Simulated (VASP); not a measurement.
# TiSi16 (a cell with a defect): single point with LDA

System: TiSi16 (a cell with a defect).

```
Si Ti
1.0
     0.00000    5.43000    5.43000
     5.43000    0.00000    5.43000
     5.43000    5.43000    0.00000
Si Ti
16 1
Direct
  0.00914 0.99903 0.00435
  0.12778 0.13070 0.12815
  0.00924 0.99753 0.50261
  0.14404 0.12069 0.62407
  0.00033 0.50138 0.00723
  0.12535 0.62594 0.12817
  0.00507 0.50406 0.50281
  0.12411 0.62505 0.63674
  0.50171 0.00211 0.00537
  0.62661 0.12716 0.13679
  0.50864 0.00607 0.49990
  0.62621 0.12747 0.62365
  0.49827 0.50879 0.00528
  0.62975 0.62818 0.12840
  0.49627 0.50934 0.50267
  0.62054 0.64219 0.62497
  0.75591 0.25510 0.75155
```

```
Program                : VASP 6.6.1
Task                   : single point
Functional             : LDA
Potentials or basis    : VASP PAW LDA potentials, release 64 (Si, Ti_sv)
Cutoff                 : 520 eV
k mesh                 : 2 × 2 × 2
Occupations            : gaussian, width 0.02 eV
Spin                   : no spin polarisation
Dipole correction      : no
Further INCAR settings : LREAL = Auto; ALGO = Normal; EDIFF = 1e-07; NBANDS = 52
```

```
Pressure               : 0.1 GPa
Largest force          : 0.030 eV/Å
Band gap on the k mesh : zero (bands 38 and 39 overlap by 0.37 eV)
```

Forces on the atoms (eV/Å):
```
Si   0.012 -0.005  0.002
Si   0.009  0.003  0.004
Si  -0.005 -0.026  0.004
Si   0.003  0.009  0.018
Si  -0.010 -0.004  0.001
Si   0.006  0.003 -0.014
Si   0.000 -0.008  0.012
Si   0.004 -0.001 -0.014
Si  -0.004 -0.001 -0.011
Si   0.007  0.020 -0.014
Si   0.008 -0.006 -0.017
Si  -0.005  0.009  0.004
Si  -0.006  0.008  0.009
Si   0.005  0.006  0.007
Si  -0.022  0.002  0.012
Si   0.006  0.004  0.024
Ti  -0.008 -0.012 -0.026
```

Stress tensor (GPa, compression positive):
```
 0.06 -0.09  0.04
-0.09  0.05  0.03
 0.04  0.03  0.25
```

Levels at points of the mesh, in eV from the Fermi level:
| k point | band 36 | band 37 | band 38 | band 39 | band 40 | band 41 |
| --- | --- | --- | --- | --- | --- | --- |
| (0.00, 0.00, 0.00) | -0.93 | -0.39 | -0.36 | -0.32 | -0.12 | -0.06 |
| (0.50, 0.00, 0.00) | -1.28 | -0.25 | 0.05 | 0.07 | 0.45 | 0.46 |
| (0.00, 0.50, 0.00) | -1.28 | -0.26 | 0.04 | 0.08 | 0.46 | 0.46 |
| (0.00, 0.00, 0.50) | -1.28 | -0.28 | -0.01 | 0.08 | 0.45 | 0.47 |
| (0.50, 0.50, 0.50) | -1.28 | -0.28 | 0.00 | 0.08 | 0.45 | 0.48 |
| (0.50, 0.50, 0.00) | -1.82 | -0.71 | -0.02 | 0.57 | 0.62 | 1.09 |
| (0.00, 0.50, 0.50) | -1.80 | -0.70 | -0.03 | 0.57 | 0.59 | 1.10 |
| (0.50, 0.00, 0.50) | -1.80 | -0.70 | -0.03 | 0.57 | 0.59 | 1.10 |

Run time: 2.5 min on 1 thread of Intel(R) Xeon(R) 6975P-C (Granite Rapids), with other jobs on the host, peak memory 0.38 GiB.

Caveat: the k points lie up to 0.50 Å⁻¹ apart.
